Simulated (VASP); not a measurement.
# PtSe2 in VASP: notebook

The runs below take PtSe2 through single point, relaxation of the atoms, with PBEsol.

Program: VASP 6.6.1. These are calculated values, not measurements. Logs are shortened: lines on timing, memory, paths and dates and some standing lists are left out, and cuts for length are marked.

## (1) The cell of the first run

The cell holds a slab with vacuum, 6 atoms: a = 3.760 Å, b = 3.760 Å, c = 22.400 Å, α = 90.00°, β = 90.00°, γ = 120.00°.

## (2) Single point, PBEsol

The input, INCAR:

```
SYSTEM = PtSe2
PREC     = Accurate       ! precision mode
ENCUT    = 520            ! plane-wave cutoff, eV
EDIFF    = 1E-6           ! SCF threshold, eV
ISMEAR   = 0              ! smearing method
SIGMA    = 0.1            ! smearing width, eV
LREAL    = .False.        ! projectors in reciprocal space
LASPH    = .True.         ! aspherical terms in the spheres
NELM     = 60             ! most SCF steps
ALGO     = Normal         ! electronic algorithm
ISIF     = 2              ! what is computed and relaxed
LWAVE    = .False.        ! write WAVECAR
LCHARG   = .False.        ! write CHGCAR
LDIPOL   = .True.       
IDIPOL   = 3            
DIPOL    = 0.5 0.5 0.500
GGA      = PS             ! functional
NBANDS   = 31             ! bands
```

The input, KPOINTS:

```
Automatic mesh
0
Gamma
  9 9 1
  0 0 0
```

The input, POSCAR:

```
PtSe2
1.0
    3.7603063705      0.0000000000      0.0000000000
   -1.8801531853      3.2565208429      0.0000000000
    0.0000000000      0.0000000000     22.3996971942
Se Pt
4 2
Direct
    0.6666666667      0.3333333333      0.3348259548
    0.3333333333      0.6666666667      0.4480621272
    0.6666666667      0.3333333333      0.5519378728
    0.3333333333      0.6666666667      0.6651740452
    0.0000000000      0.0000000000      0.3914440410
    0.0000000000      0.0000000000      0.6085559590
```

Potentials or basis: VASP PAW PBE potentials, release 64 (Se, Pt).

The run is started by

```console
$ cat potpaw_PBE.64/Se/POTCAR potpaw_PBE.64/Pt/POTCAR > POTCAR
$ mpirun -np 1 vasp_std > vasp.out
```

OUTCAR:

```text
SYSTEM = PtSe2
   PREC = Accurate
   ENCUT = 520
   EDIFF = 1E-6
   ISMEAR = 0
   LREAL = .False.
   LASPH = .True.
   NELM = 60
   ISIF = 2
   GGA = PS

 ion  position               nearest neighbor table
   1  0.667  0.333  0.335-   5 2.51   5 2.51   5 2.51
   2  0.333  0.667  0.448-   5 2.51   5 2.51   5 2.51
   3  0.667  0.333  0.552-   6 2.51   6 2.51   6 2.51
   4  0.333  0.667  0.665-   6 2.51   6 2.51   6 2.51
   5  0.000  0.000  0.391-   1 2.51   2 2.51   1 2.51   2 2.51   1 2.51   2 2.51
   6  0.000  0.000  0.609-   4 2.51   3 2.51   4 2.51   3 2.51   4 2.51   3 2.51

  LATTYP: Found a hexagonal cell.
 ALAT       =     3.7603063705
 C/A-ratio  =     5.9568808994

  Lattice vectors:

 A1 = (   3.7603063705,   0.0000000000,   0.0000000000)
 A2 = (  -1.8801531853,   3.2565208429,   0.0000000000)
 A3 = (   0.0000000000,   0.0000000000,  22.3996971942)

Analysis of symmetry for initial positions (statically):
=====================================================================
 Subroutine PRICEL returns:
 Original cell was already a primitive cell.

 Routine SETGRP: Setting up the symmetry group for a
 hexagonal supercell.

 Subroutine GETGRP returns: Found 12 space group operations
 (whereof 12 operations were pure point group operations)
 out of a pool of 24 trial point group operations.

The static configuration has the point symmetry D_3d.

Analysis of symmetry for dynamics (positions and initial velocities):
=====================================================================
 Subroutine PRICEL returns:
 Original cell was already a primitive cell.

 Routine SETGRP: Setting up the symmetry group for a
 hexagonal supercell.

 Subroutine GETGRP returns: Found 12 space group operations
 (whereof 12 operations were pure point group operations)
 out of a pool of 24 trial point group operations.

The dynamic configuration has the point symmetry D_3d.

 Subroutine INISYM returns: Found 12 space group operations
 (whereof 12 operations are pure point group operations),
 and found     1 'primitive' translations

----------------------------------------------------------------------------------------

                                     Primitive cell

  volume of cell :     274.2959

  direct lattice vectors                    reciprocal lattice vectors
     3.760306370  0.000000000  0.000000000     0.265935778  0.153538093  0.000000000
    -1.880153185  3.256520843  0.000000000     0.000000000  0.307076186  0.000000000
     0.000000000  0.000000000 22.399697194     0.000000000  0.000000000  0.044643461

  length of vectors
     3.760306370  3.760306371 22.399697194     0.307076186  0.307076186  0.044643461

  position of ions in fractional coordinates (direct lattice)
     0.666666667  0.333333333  0.334825955
     0.333333333  0.666666667  0.448062127
     0.666666667  0.333333333  0.551937873
     0.333333333  0.666666667  0.665174045
     0.000000000  0.000000000  0.391444041
     0.000000000  0.000000000  0.608555959

  ion indices of the primitive-cell ions
   primitive index   ion index
                 1           1
                 2           2
                 3           3
                 4           4
                 5           5
                 6           6

----------------------------------------------------------------------------------------

 KPOINTS: Automatic mesh

Automatic generation of k-mesh.
 Grid dimensions read from file:
 generate k-points for:    9    9    1

 Generating k-lattice:

  Cartesian coordinates                     Fractional coordinates (reciprocal lattice)
     0.029548420  0.017059788  0.000000000     0.111111111 -0.000000000  0.000000000
     0.000000000  0.034119576  0.000000000     0.000000000  0.111111111  0.000000000
     0.000000000  0.000000000  0.044643461     0.000000000  0.000000000  1.000000000

  Length of vectors
     0.034119576  0.034119576  0.044643461

  Shift w.r.t. Gamma in fractional coordinates (k-lattice)
     0.000000000  0.000000000  0.000000000

 Subroutine IBZKPT returns following result:
 ===========================================

 Found     12 irreducible k-points:

 Following reciprocal coordinates:
            Coordinates               Weight
  0.000000  0.000000  0.000000      1.000000
  0.111111  0.000000  0.000000      6.000000
  0.222222  0.000000  0.000000      6.000000
  0.333333  0.000000  0.000000      6.000000
  0.444444  0.000000  0.000000      6.000000
  0.111111  0.111111  0.000000      6.000000
  0.222222  0.111111  0.000000     12.000000
  0.333333  0.111111  0.000000     12.000000
  0.444444  0.111111  0.000000      6.000000
  0.222222  0.222222  0.000000      6.000000
  0.333333  0.222222  0.000000     12.000000
  0.333333  0.333333  0.000000      2.000000
   k-points           NKPTS =     12   k-points in BZ     NKDIM =     12   number of bands    NBANDS=     31
   number of dos      NEDOS =    301   number of ions     NIONS =      6
[... 66 lines left out ...]

 E-fermi :   0.2405     XC(G=0):  -5.3318

 val. band max:        0.0814648112   @ k =   0.1111   0.0000   0.0000
 cond. band min:       0.4020975770   @ k =   0.2222   0.0000   0.0000
 fundamental gap:      0.3206327658
 Fermi energy:         0.2404793858

 k-point     1 :       0.0000    0.0000    0.0000
  band No.  band energies     occupation
      1     -15.3349      2.00000
      2     -14.8528      2.00000
      3     -13.4302      2.00000
      4     -12.7391      2.00000
      5      -6.4999      2.00000
      6      -6.1638      2.00000
[... 23 lines left out ...]
     30       4.7008      0.00000
     31       4.8959      0.00000

 k-point     2 :       0.1111    0.0000    0.0000
  band No.  band energies     occupation
      1     -15.2041      2.00000
      2     -14.7249      2.00000
      3     -13.4181      2.00000
      4     -12.7853      2.00000
      5      -6.5052      2.00000
      6      -6.1468      2.00000
[... 23 lines left out ...]
     30       5.1656      0.00000
     31       5.2594      0.00000

 k-point     3 :       0.2222    0.0000    0.0000
  band No.  band energies     occupation
      1     -14.8384      2.00000
      2     -14.3736      2.00000
      3     -13.3891      2.00000
      4     -12.9099      2.00000
      5      -6.5301      2.00000
      6      -6.0526      2.00000
[... 23 lines left out ...]
     30       5.2958      0.00000
     31       5.9533      0.00000

 k-point     4 :       0.3333    0.0000    0.0000
  band No.  band energies     occupation
      1     -14.3298      2.00000
      2     -13.9104      2.00000
      3     -13.3594      2.00000
      4     -13.0797      2.00000
      5      -6.6889      2.00000
      6      -6.2844      2.00000
[... 23 lines left out ...]
     30       5.9033      0.00000
     31       6.1035      0.00000

 k-point     5 :       0.4444    0.0000    0.0000
  band No.  band energies     occupation
      1     -13.8740      2.00000
      2     -13.5449      2.00000
      3     -13.3585      2.00000
      4     -13.2511      2.00000
      5      -7.1937      2.00000
      6      -6.9429      2.00000
[... 23 lines left out ...]
     30       5.7320      0.00000
     31       6.6860      0.00000
[... 134 lines left out ...]
     30       6.3667      0.00000
     31       6.9095      0.00000

 k-point    10 :       0.2222    0.2222    0.0000
  band No.  band energies     occupation
      1     -14.0776      2.00000
      2     -13.6941      2.00000
      3     -13.3307      2.00000
      4     -13.1555      2.00000
      5      -6.4306      2.00000
      6      -6.3243      2.00000
[... 23 lines left out ...]
     30       6.1961      0.00000
     31       6.7858      0.00000

 k-point    11 :       0.3333    0.2222    0.0000
  band No.  band energies     occupation
      1     -13.7014      2.00000
      2     -13.4378      2.00000
      3     -13.2999      2.00000
      4     -13.2775      2.00000
      5      -6.7074      2.00000
      6      -6.6576      2.00000
[... 23 lines left out ...]
     30       7.0604      0.00000
     31       7.1677      0.00000

 k-point    12 :       0.3333    0.3333    0.0000
  band No.  band energies     occupation
      1     -13.4932      2.00000
      2     -13.4932      2.00000
      3     -13.2632      2.00000
      4     -13.2632      2.00000
      5      -6.5930      2.00000
      6      -6.1623      2.00000
[... 23 lines left out ...]
     30       7.3999      0.00000
     31       7.6218      0.00000

------------------------ aborting loop because EDIFF is reached ----------------------------------------

 vacuum level on the upper side and lower side of the slab       (xc-potential included)        -0.183        -0.183

  FORCE on cell =-STRESS in cart. coord.  units (eV):
  Direction    XX          YY          ZZ          XY          YZ          ZX
  --------------------------------------------------------------------------------------
  -------------------------------------------------------------------------------------
  Total       -1.2863509     -1.2863509     -0.1308675      0.0000000      0.0000000      0.0000000
  in kB       -7.5136472     -7.5136472     -0.7644043      0.0000000      0.0000000      0.0000000
  external PRESSURE =      -5.2638996 kB  Pullay stress =       0.0000000 kB

 VOLUME and BASIS-vectors are now :
 -----------------------------------------------------------------------------
  energy-cutoff  :      520.00
  volume of cell :      274.30
      direct lattice vectors                 reciprocal lattice vectors
     3.760306370  0.000000000  0.000000000     0.265935778  0.153538093  0.000000000
    -1.880153185  3.256520843  0.000000000     0.000000000  0.307076186  0.000000000
     0.000000000  0.000000000 22.399697194     0.000000000  0.000000000  0.044643461

 POSITION                                       TOTAL-FORCE (eV/Angst)
 -----------------------------------------------------------------------------------
      1.88015      1.08551      7.50000         0.000000      0.000000     -0.043483
     -0.00000      2.17101     10.03646         0.000000      0.000000     -0.159541
      1.88015      1.08551     12.36324        -0.000000      0.000000      0.159541
     -0.00000      2.17101     14.89970         0.000000     -0.000000      0.043483
      0.00000      0.00000      8.76823        -0.000000     -0.000000      0.164490
      0.00000      0.00000     13.63147        -0.000000      0.000000     -0.164490
 -----------------------------------------------------------------------------------
    total drift:                               -0.000000     -0.000000      0.000000

  FREE ENERGIE OF THE ION-ELECTRON SYSTEM (eV)
  ---------------------------------------------------
  free  energy   TOTEN  =       -31.6505939509 eV

  energy  without entropy=      -31.6499098724  energy(sigma->0) =      -31.65025191

 vacuum level on the upper side and lower side of the slab         4.806         4.806
```

Wall time 71 s (1 thread of Intel Xeon 6975P-C (Granite Rapids), shared host); peak memory 0.38 GiB.

Results:

```
Free energy            : -31.6506 eV
Largest force          : 0.164 eV/Å
Band gap on the k mesh : 0.32 eV, indirect (least direct gap 0.76 eV)
```

Forces on the atoms (eV/Å):
```
Se   0.000  0.000 -0.043
Se   0.000  0.000 -0.160
Se   0.000  0.000  0.160
Se   0.000  0.000  0.043
Pt   0.000  0.000  0.164
Pt   0.000  0.000 -0.164
```

Levels at points of the mesh, in eV from the valence-band top:
```csv
k point,band 20,band 21,band 22,band 23,band 24,band 25
"(0.00, 0.00, 0.00)",-1.00,-1.00,-0.24,1.66,1.66,2.21
```

Caveat: the PAW data sets were made with another functional, which shifts forces and pressure a little; spin-orbit coupling is left out, which moves the levels of the heavy elements.

## (3) Single point, PBEsol

The input, INCAR:

```
PREC = Accurate
ENCUT = 520
EDIFF = 1E-6
ISMEAR = 0
SIGMA = 0.1
LREAL = False
LASPH = True
NELM = 100
ALGO = Normal
ISIF = 2
LWAVE = False
LCHARG = False
LDIPOL = True
IDIPOL = 3
DIPOL = 0.5 0.5 0.500
GGA = PS
NBANDS = 31
```

The input, KPOINTS:

```
Automatic mesh
0
Gamma
  9 9 1
```

The input, POSCAR:

```
PtSe2
1.0
    3.7603063705      0.0000000000      0.0000000000
   -1.8801531853      3.2565208429      0.0000000000
    0.0000000000      0.0000000000     22.3996971942
Se Pt
4 2
Direct
    0.6666666667      0.3333333333      0.3339028242
    0.3333333333      0.6666666667      0.4467010562
    0.6666666667      0.3333333333      0.5532989663
    0.3333333333      0.6666666667      0.6660971348
    0.0000000000      0.0000000000      0.3907526847
    0.0000000000      0.0000000000      0.6092473338
```

Potentials or basis: VASP PAW PBE potentials, release 64 (Se, Pt).

The run is started by

```console
$ cat potpaw_PBE.64/Se/POTCAR potpaw_PBE.64/Pt/POTCAR > POTCAR
$ mpirun -np 1 vasp_std > vasp.out
```

Wall time 73 s (1 thread of Intel Xeon 6975P-C (Granite Rapids), shared host); peak memory 0.38 GiB.

Results (log left out):

| Property | Result |
| --- | --- |
| Free energy | -31.6538 eV |
| Largest force | 0.011 eV/Å |
| Band gap on the k mesh | 0.32 eV, indirect (least direct gap 0.77 eV) |

Forces in eV/Å, atoms in the order of the input:
```
Se   0.000  0.000 -0.011
Se   0.000  0.000  0.006
Se   0.000  0.000 -0.006
Se   0.000  0.000  0.011
Pt   0.000  0.000  0.002
Pt   0.000  0.000 -0.002
```

Levels at points of the mesh, in eV from the valence-band top:
```tsv
k point	band 20	band 21	band 22	band 23	band 24	band 25
(0.00, 0.00, 0.00)	-1.00	-1.00	-0.26	1.70	1.70	2.22
```

Caveat: the PAW data sets were made with another functional, which shifts forces and pressure a little; spin-orbit coupling is left out, which moves the levels of the heavy elements.

## (4) Single point, PBEsol, non-collinear spin, zero start, spin-orbit coupling

The input, INCAR:

```
PREC = Accurate
ENCUT = 520
EDIFF = 1E-6
ISMEAR = 0
SIGMA = 0.1
LREAL = False
LASPH = True
NELM = 150
ALGO = Normal
ISIF = 2
LWAVE = False
LCHARG = False
MAGMOM = 0 0 0 0 0 0 0 0 0 0 0 0 0 0 0 0 0 0
LORBIT = 11
LSORBIT = True
GGA_COMPAT = False
LORBMOM = True
LMAXMIX = 4
LDIPOL = True
IDIPOL = 3
DIPOL = 0.5 0.5 0.500
GGA = PS
NBANDS = 60
LUSENCCL = False
```

The input, KPOINTS:

```
regular mesh
0
Gamma
  9 9 1
```

POSCAR is that of step 3.

The run is started by

```console
$ cat potpaw_PBE.64/Se/POTCAR potpaw_PBE.64/Pt/POTCAR > POTCAR
$ mpirun -np 1 vasp_ncl > vasp.out
```

Run time: 82 s. Hardware: 1 × NVIDIA H100 80GB with 1 thread of AMD EPYC 7R13 (Zen 3), shared host; peak memory 1.9 GiB.

The run converged. Its results:

```
Free energy                                           : -32.4484 eV
Largest force                                         : 0.037 eV/Å
Net moment                                            : 0.00 μB per cell
Valence electrons inside the program's atomic spheres : Se 3.78; Pt 9.38
```

Forces on the atoms (eV/Å):
```
Se   0.000  0.000 -0.037
Se   0.000  0.000  0.036
Se   0.000  0.000 -0.036
Se   0.000  0.000  0.037
Pt   0.000  0.000 -0.010
Pt   0.000  0.000  0.010
```

Moments on the atoms (μB; x, y, z):
```
Se  0.00 0.00 0.00
Se  0.00 0.00 0.00
Se  0.00 0.00 0.00
Se  0.00 0.00 0.00
Pt  0.00 0.00 0.00
Pt  0.00 0.00 0.00
```

Caveat: the PAW data sets were made with another functional, which shifts forces and pressure a little.

## (5) Relaxation of the atoms, PBEsol

The input, INCAR:

```
SYSTEM = PtSe2
ALGO = Normal
DIPOL = 0.5 0.5 0.500
EDIFF = 1E-7
EDIFFG = -0.02
ENCUT = 520
GGA = PS
IBRION = 2
IDIPOL = 3
ISIF = 2
ISMEAR = 0
LASPH = .TRUE.
LCHARG = .FALSE.
LDIPOL = .TRUE.
LREAL = .FALSE.
LUSENCCL = .FALSE.
LWAVE = .FALSE.
NELM = 100
NSW = 80
PREC = Accurate
SIGMA = 0.1
```

The input, KPOINTS:

```
k-points
0
G
  9 9 1
  0 0 0
```

The input, POSCAR:

```
PtSe2
1.0
    3.7603063705      0.0000000000      0.0000000000
   -1.8801531853      3.2565208429      0.0000000000
    0.0000000000      0.0000000000     22.3996971942
Se Pt
4 2
Direct
    0.6666666667      0.3333333333      0.3348259548
    0.3333333333      0.6666666667      0.4480621272
    0.6666666667      0.3333333333      0.5519378728
    0.3333333333      0.6666666667      0.6651740452
    0.0000000000      0.0000000000      0.3914440410
    0.0000000000      0.0000000000      0.6085559590
```

The run is started by

```console
$ cat potpaw_PBE.64/Se/POTCAR potpaw_PBE.64/Pt/POTCAR > POTCAR
$ mpirun -np 1 vasp_std > vasp.out
```

Run time: 68 s. Hardware: 1 × NVIDIA H100 80GB with 1 thread of AMD EPYC 7R13 (Zen 3), shared host; peak memory 1.4 GiB.

The run converged. Its results:

```yaml
Free_energy: -31.6531 eV
Energy_gained_by_relaxing: 0.4 meV/atom
Ionic_steps: 4
Largest_force_after_relaxing: 0.018 eV/Å
Band_gap_on_the_k_mesh: 0.31 eV, indirect (least direct gap 0.76 eV)
```

Forces on the atoms (eV/Å):
```
Se   0.000  0.000  0.004
Se   0.000  0.000 -0.018
Se   0.000  0.000  0.018
Se   0.000  0.000 -0.004
Pt   0.000  0.000 -0.016
Pt   0.000  0.000  0.016
```

Step by step:
```tsv
step	energy change (eV)	largest force (eV/Å)	pressure (GPa)
1	0.0000	0.1645	-0.53
2	-0.0023	0.0453	-0.47
3	-0.0024	0.0312	-0.47
4	-0.0025	0.0175	-0.44
```

Final structure:
```cif
data_structure
_symmetry_space_group_name_H-M 'P 1'
_symmetry_Int_Tables_number 1
_cell_length_a 3.7603
_cell_length_b 3.7603
_cell_length_c 22.3997
_cell_angle_alpha 90.000
_cell_angle_beta 90.000
_cell_angle_gamma 120.000
_cell_volume 274.30
loop_
_atom_site_label
_atom_site_type_symbol
_atom_site_fract_x
_atom_site_fract_y
_atom_site_fract_z
_atom_site_occupancy
Se1 Se 0.66667 0.33333 0.33479 1
Se2 Se 0.33333 0.66667 0.44767 1
Se3 Se 0.66667 0.33333 0.55233 1
Se4 Se 0.33333 0.66667 0.66521 1
Pt1 Pt 0.00000 0.00000 0.39173 1
Pt2 Pt 0.00000 0.00000 0.60827 1
```

Levels at points of the mesh, in eV from the valence-band top:
| k point | band 19 | band 20 | band 21 | band 22 | band 23 | band 24 | band 25 | band 26 |
| --- | --- | --- | --- | --- | --- | --- | --- | --- |
| (0.00, 0.00, 0.00) | -1.34 | -1.01 | -1.01 | -0.25 | 1.66 | 1.66 | 2.21 | 2.21 |

Caveat: the PAW data sets were made with another functional, which shifts forces and pressure a little; spin-orbit coupling is left out, which moves the levels of the heavy elements.

## (6) Summary

```tsv
task	spin	cell	gap on the mesh (eV)	largest force (eV/Å)
single point	off	as given	0.32	0.01
single point	non-collinear, zero start, SOC	as given	-	0.04
relaxation of the atoms	off	atoms relaxed	0.31	0.02
```

Alike in all rows: level PBEsol; potentials or basis VASP PAW PBE potentials, release 64 (Se, Pt); k mesh 9 × 9 × 1; cutoff (eV) 520; smearing gaussian 0.1 eV.

Caveats: the PAW data sets were made with another functional, which shifts forces and pressure a little; spin-orbit coupling is left out, which moves the levels of the heavy elements (some runs).

Total energies depend on the potentials used, so only differences within one code and one set of settings carry meaning.
